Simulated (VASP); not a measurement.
GaN: single point with HSE06

The system is GaN.

```xyz
2
Lattice="0.0000 2.2490 2.1815 2.2490 0.0000 2.1815 2.2490 2.2490 0.0000" Properties=species:S:1:pos:R:3 pbc="T T T"
Ga    0.0000    0.0000    0.0000
N     1.1245    1.1245    1.0907
```

This cell differs from its parent crystal: uniaxial z strain -3.0%.

```json
{"Program": "VASP 6.6.1", "Task": "single point", "Functional": "HSE06", "Potentials or basis": "VASP PAW PBE potentials, release 64 (Ga_d, N)", "Cutoff": "520 eV", "k mesh": "6 × 6 × 6", "Occupations": "gaussian, width 0.01 eV", "Spin": "no spin polarisation", "Dipole correction": "no", "Grid for exact exchange (PRECFOCK)": "Normal", "Further INCAR settings": "ALGO = Normal; EDIFF = 1e-07; NBANDS = 16", "Share of exact exchange": "0.25", "Screening parameter": "0.2079 1/Å"}
```

```yaml
Pressure: 6.2 GPa
Band_gap_on_the_k_mesh: 3.16 eV
```

Stress tensor (GPa, compression positive):
```
4.95 0.00 0.00
0.00 4.95 0.00
0.00 0.00 8.66
```

Levels at points of the mesh, in eV from the valence-band top:
```csv
k point,band 6,band 7,band 8,band 9,band 10,band 11,band 12,band 13
"(0.00, 0.00, 0.00)",-15.32,-0.13,-0.13,0.00,3.16,12.04,12.11,12.11
"(0.50, 0.00, 0.00)",-13.69,-7.88,-1.30,-1.06,6.25,10.54,11.78,12.32
"(0.50, 0.50, 0.00)",-13.02,-6.58,-3.29,-3.29,4.25,7.93,14.13,16.24
"(0.50, 0.00, 0.50)",-13.21,-6.93,-3.06,-3.02,4.46,8.47,13.64,16.03
```

Wall time 44 min on 1 thread of Intel(R) Xeon(R) Platinum 8375C CPU @ 2.90GHz (Ice Lake), on a shared host, peak memory 0.26 GiB.

Caveat: the cell differs from its parent crystal (uniaxial z strain -3.0%); the cell stands under pressure; the PAW data sets were made with another functional, which shifts forces and pressure a little.
